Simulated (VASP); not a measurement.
# Ga (P2_1/m) in VASP: notebook, part 3 of 3

VASP 6.6.1. The steps go on from the part before.

### Step 6. Single point, PBE

This run uses another cell than the first one, of 19.21 Å³/atom, 1.106 times its volume.

Contents of INCAR:

```
ALGO     = Fast           # electronic algorithm
EDIFF    = 1E-7           # SCF threshold, eV
ENCUT    = 520            # plane-wave cutoff, eV
GGA      = PE             # functional
ISIF     = 2              # what is computed and relaxed
ISMEAR   = -1             # smearing method
LASPH    = T              # aspherical terms in the spheres
LCHARG   = F              # write CHGCAR
LREAL    = F              # projectors in reciprocal space
LWAVE    = F              # write WAVECAR
NBANDS   = 20             # bands
NELM     = 60             # most SCF steps
PREC     = Accurate       # precision mode
SIGMA    = 0.05           # smearing width, eV
```

Contents of KPOINTS:

```
k-points
0
Gamma
  10 8 7
```

Contents of POSCAR:

```
Ga
1.0
    2.8466641463      0.0000000000     -0.0367778826
    0.0000000000      3.2707244675      0.0000000000
   -1.4292468238      0.0000000000      4.1443747742
Ga
2
Direct
    0.1239322320      0.7500000000      0.7682504311
    0.8760677680      0.2500000000      0.2317495689
```

Potentials or basis: VASP PAW PBE potentials, release 64 (Ga_d).

Started as:

```bash
$ cat potpaw_PBE.64/Ga_d/POTCAR > POTCAR
$ mpirun -np 1 vasp_std > vasp.out
```

OUTCAR:

```text
EDIFF = 1E-7
   ENCUT = 520
   GGA = PE
   ISIF = 2
   ISMEAR = -1
   LASPH = T
   LREAL = F
   NELM = 60
   PREC = Accurate

 ion  position               nearest neighbor table
   1  0.124  0.750  0.768-   2 2.75   2 2.75   2 2.88   2 2.88   2 2.91   2 2.91
   2  0.876  0.250  0.232-   1 2.75   1 2.75   1 2.88   1 2.88   1 2.91   1 2.91

  LATTYP: Found a simple monoclinic cell.
 ALAT       =     2.8469017149
 B/A-ratio  =     1.1488715787
 C/A-ratio  =     1.5263175554
 COS(beta)  =    -0.3139581391

  Lattice vectors:

 A1 = (   2.8466641463,   0.0000000000,  -0.0367778826)
 A2 = (   0.0000000000,  -3.2707244675,   0.0000000000)
 A3 = (  -1.4174173225,   0.0000000000,  -4.1075968916)

Analysis of symmetry for initial positions (statically):
=====================================================================
 Subroutine PRICEL returns:
 Original cell was already a primitive cell.

 Routine SETGRP: Setting up the symmetry group for a
 simple monoclinic supercell.

 Subroutine GETGRP returns: Found  4 space group operations
 (whereof  2 operations were pure point group operations)
 out of a pool of  4 trial point group operations.

The static configuration has the point symmetry S_2 .
 The point group associated with its full space group is C_2h.

Analysis of symmetry for dynamics (positions and initial velocities):
=====================================================================
 Subroutine PRICEL returns:
 Original cell was already a primitive cell.

 Routine SETGRP: Setting up the symmetry group for a
 simple monoclinic supercell.

 Subroutine GETGRP returns: Found  4 space group operations
 (whereof  2 operations were pure point group operations)
 out of a pool of  4 trial point group operations.

The dynamic configuration has the point symmetry S_2 .
 The point group associated with its full space group is C_2h.

 Subroutine INISYM returns: Found  4 space group operations
 (whereof  2 operations are pure point group operations),
 and found     1 'primitive' translations

----------------------------------------------------------------------------------------

                                     Primitive cell

  volume of cell :      38.4149

  direct lattice vectors                    reciprocal lattice vectors
     2.846664146  0.000000000 -0.036777883     0.352860546  0.000000000  0.121688998
     0.000000000  3.270724468  0.000000000     0.000000000  0.305742660  0.000000000
    -1.429246824  0.000000000  4.144374774     0.003131344  0.000000000  0.242370808

  length of vectors
     2.846901715  3.270724468  4.383901088     0.373254306  0.305742660  0.242391035

  position of ions in fractional coordinates (direct lattice)
     0.123932232  0.750000000  0.768250431
     0.876067768  0.250000000  0.231749569

  ion indices of the primitive-cell ions
   primitive index   ion index
                 1           1
                 2           2

----------------------------------------------------------------------------------------

 KPOINTS: k-points

Automatic generation of k-mesh.
 Grid dimensions read from file:
 generate k-points for:   10    8    7

 Generating k-lattice:

  Cartesian coordinates                     Fractional coordinates (reciprocal lattice)
     0.035286055  0.000000000  0.012168900     0.100000000  0.000000000  0.000000000
     0.000000000  0.038217833  0.000000000     0.000000000  0.125000000  0.000000000
     0.000447335  0.000000000  0.034624401     0.000000000  0.000000000  0.142857143

  Length of vectors
     0.037325431  0.038217833  0.034627291

  Shift w.r.t. Gamma in fractional coordinates (k-lattice)
     0.000000000  0.000000000  0.000000000

 Subroutine IBZKPT returns following result:
 ===========================================

 Found    180 irreducible k-points:

 Following reciprocal coordinates:
            Coordinates               Weight
  0.000000  0.000000  0.000000      1.000000
  0.100000  0.000000  0.000000      2.000000
  0.200000  0.000000  0.000000      2.000000
  0.300000  0.000000  0.000000      2.000000
  0.400000  0.000000  0.000000      2.000000
  0.500000  0.000000  0.000000      1.000000
[... 16 lines left out ...]
  0.400000  0.375000  0.000000      4.000000
  0.500000  0.375000  0.000000      2.000000
 [... further k-points ...]
   k-points           NKPTS =    180   k-points in BZ     NKDIM =    180   number of bands    NBANDS=     20
   number of dos      NEDOS =    301   number of ions     NIONS =      2
   total plane-waves  NPLWV =  20736
   dimension x,y,z NGX =    24 NGY =   24 NGZ =   36
   dimension x,y,z NGXF=    48 NGYF=   48 NGZF=   72
   ions per type =               2
   NGX,Y,Z   is equivalent  to a cutoff of  14.01, 12.20, 13.65 a.u.
   NGXF,Y,Z  is equivalent  to a cutoff of  28.03, 24.40, 27.30 a.u.
 SYSTEM =  unknown system
   PREC   = accura    normal or accurate (medium, high low for compatibility)
   ISTART =      0    job   : 0-new  1-cont  2-samecut
   ICHARG =      2    charge: 1-file 2-atom 10-const
   ISPIN  =      1    spin polarized calculation?
   LNONCOLLINEAR =      F non collinear calculations
   LSORBIT =      F    spin-orbit coupling
   LASPH  =      T    aspherical Exc in radial PAW
   ENCUT  =  520.0 eV  38.22 Ry    6.18 a.u.   5.29  6.08  8.15*2*pi/ulx,y,z
   NELM   =     60;   NELMIN=  2; NELMDL= -5     # of ELM steps
   EDIFF  = 0.1E-06   stopping-criterion for ELM
   LREAL  =      F    real-space projection
   EDIFFG = 0.1E-05   stopping-criterion for IOM
   NSW    =      0    number of steps for IOM
   IBRION =     -1    ionic relax: 0-MD 1-quasi-New 2-CG
   NFREE  =      0    steps in history (QN), initial steepest desc. (CG)
   ISIF   =      2    stress and relaxation
   ISYM   =      2    0-nonsym 1-usesym 2-fastsym
   POTIM  = 0.5000    time-step for ionic-motion
   TEBEG  =    0.0;   TEEND  =   0.0 temperature during run
   PSTRESS=    0.0 pullay stress
   NELECT =      26.0000    total number of electrons
   NUPDOWN=      -1.0000    fix difference up-down
   EMIN   =  10.00;   EMAX   =-10.00  energy-range for DOS
   EFERMI =   0.00;   METHOD = LEGACY
   ISMEAR =    -1;   SIGMA  =   0.05  broadening in eV -4-tet -1-fermi 0-gaus
   EFERMI_NEDOS =   21; number of points for ismear=-14 and -15
   IALGO  =     68    algorithm
   IMIX   =      4    mixing-type and parameters
     AMIX     =   0.40;   BMIX     =  1.00
     AMIX_MAG =   1.60;   BMIX_MAG =  1.00
  volume/ion in A,a.u.               =      19.21       129.62
  Fermi-wavevector in a.u.,A,eV,Ry     =   1.437361  2.716219 28.109744  2.066008
  Thomas-Fermi vector in A             =   2.556448
   LORBIT       =      0    0 simple, 1 ext, 2 COOP (PROOUT), +10 PAW based schemes
   GGA     = PE    functional components
   LHFCALC =     F    Hartree Fock is set to
   AEXX    =    0.0000 exact exchange contribution
   IVDW    =     0    specifies the selected vdW correction
   LEPSILON=     F    determine dielectric tensor
   LRPA    =     F    only Hartree local field effects (RPA)
 non-spin polarized calculation
 RMM-DIIS sequential band-by-band and
  energy-cutoff  :      520.00
  volume of cell :       38.41
 maximum number of plane-waves:      1051
 NGX is ok and might be reduce to    24
   NGX = 11   NGY = 13   NGZ = 17

 number of electron      26.0000014 magnetization

 Free energy of the ion-electron system (eV)
  ---------------------------------------------------
  ext. energy  EPLUGINS =         0.00000000
  ---------------------------------------------------
  free energy    TOTEN  =        -5.80243082 eV

  energy without entropy =       -5.79869493  energy(sigma->0) =       -5.80056288

 E-fermi :   5.3043     XC(G=0): -10.8820

 val. band max:        5.2751815920   @ k =  -0.4000   0.2500   0.2857
 cond. band min:       5.3628108601   @ k =   0.5000   0.2500   0.0000
 fundamental gap:      0.0876292681
 Fermi energy:         5.3043070745

 k-point     1 :       0.0000    0.0000    0.0000
  band No.  band energies     occupation
      1      -9.7531      2.00000
      2      -9.7371      2.00000
      3      -9.6911      2.00000
      4      -9.6861      2.00000
      5      -9.4695      2.00000
      6      -9.4618      2.00000
[... 12 lines left out ...]
     19      16.0565      0.00000
     20      17.8421      0.00000
[... 507 lines left out ...]
 k-point    24 :       0.5000    0.3750    0.0000
  band No.  band energies     occupation
      1      -9.7354      2.00000
      2      -9.6822      2.00000
      3      -9.6475      2.00000
      4      -9.6369      2.00000
      5      -9.5180      2.00000
      6      -9.4636      2.00000
[... 12 lines left out ...]
     19      15.5361      0.00000
     20      16.2754      0.00000

 [... further k-points ...]
[... 5 lines left out ...]
  --------------------------------------------------------------------------------------
  -------------------------------------------------------------------------------------
  Total        0.0163448      0.0227141      0.0306650      0.0000000      0.0000000      0.0047168
  in kB        0.6816969      0.9473412      1.2789518      0.0000000      0.0000000      0.1967248
  external PRESSURE =       0.9693300 kB  Pullay stress =       0.0000000 kB

 VOLUME and BASIS-vectors are now :
 -----------------------------------------------------------------------------
  energy-cutoff  :      520.00
  volume of cell :       38.41
      direct lattice vectors                 reciprocal lattice vectors
     2.846664146  0.000000000 -0.036777883     0.352860546  0.000000000  0.121688998
     0.000000000  3.270724468  0.000000000     0.000000000  0.305742660  0.000000000
    -1.429246824  0.000000000  4.144374774     0.003131344  0.000000000  0.242370808

 POSITION                                       TOTAL-FORCE (eV/Angst)
 -----------------------------------------------------------------------------------
     -0.74523      2.45304      3.17936        -0.002998     -0.000000      0.000420
      2.16264      0.81768      0.92824         0.002998      0.000000     -0.000420
 -----------------------------------------------------------------------------------
    total drift:                               -0.000000      0.000000      0.000000

  FREE ENERGIE OF THE ION-ELECTRON SYSTEM (eV)
  ---------------------------------------------------
  free  energy   TOTEN  =        -5.8024308213 eV

  energy  without entropy=       -5.7986949321  energy(sigma->0) =       -5.80056288
```

Wall time 79 s (1 thread of Intel Xeon 6975P-C, shared host); peak memory 0.23 GiB.

Results:

```yaml
Free_energy: -5.8024 eV
Pressure: 0.1 GPa
Largest_force: 0.003 eV/Å
Band_gap_on_the_k_mesh: zero (band 13 reaches 9.87 eV, above the bottom of band 14 at 1.46 eV)
```

Forces in eV/Å, atoms in the order of the input:
```
Ga  -0.003  0.000  0.000
Ga   0.003  0.000  0.000
```

### Step 7. Overview

| level | potentials or basis | cell | gap on the mesh (eV) | pressure (GPa) | largest force (eV/Å) |
| --- | --- | --- | --- | --- | --- |
| LDA | VASP PAW LDA potentials, release 64 (Ga_d) | a = 2.747, b = 3.184, c = 4.208 Å, angles 90.0, 109.3, 90.0°, 2 atoms | none | 0.1 | 0.01 |
| PBEsol | VASP PAW PBE potentials, release 64 (Ga_d) | a = 2.770, b = 3.193, c = 4.316 Å, angles 90.0, 109.6, 90.0°, 2 atoms | none | -0.1 | - |
| PBE | VASP PAW PBE potentials, release 64 (Ga_d) | a = 2.890, b = 3.282, c = 4.228 Å, angles 90.0, 109.3, 90.0°, 2 atoms | none | 1.2 | 0.06 |
| PBE+D3(BJ) | VASP PAW PBE potentials, release 64 (Ga_d) | a = 2.793, b = 3.214, c = 4.338 Å, angles 90.0, 109.7, 90.0°, 2 atoms | none | -0.1 | - |
| PBE | VASP PAW PBE potentials, release 64 (Ga_d) | a = 2.847, b = 3.271, c = 4.384 Å, angles 90.0, 109.8, 90.0°, 2 atoms | none | 0.1 | - |

Alike in all rows: task single point; no spin polarisation; k mesh 10 × 8 × 7; cutoff (eV) 520; smearing fermi-dirac 0.05 eV.

Caveats: the PAW data sets were made with another functional, which shifts forces and pressure a little (some runs); three body term missing (some runs); pairwise dispersion overbinds metals, which lowers pressure and volume (some runs).

Absolute energies hang on the potentials; compare differences alone.
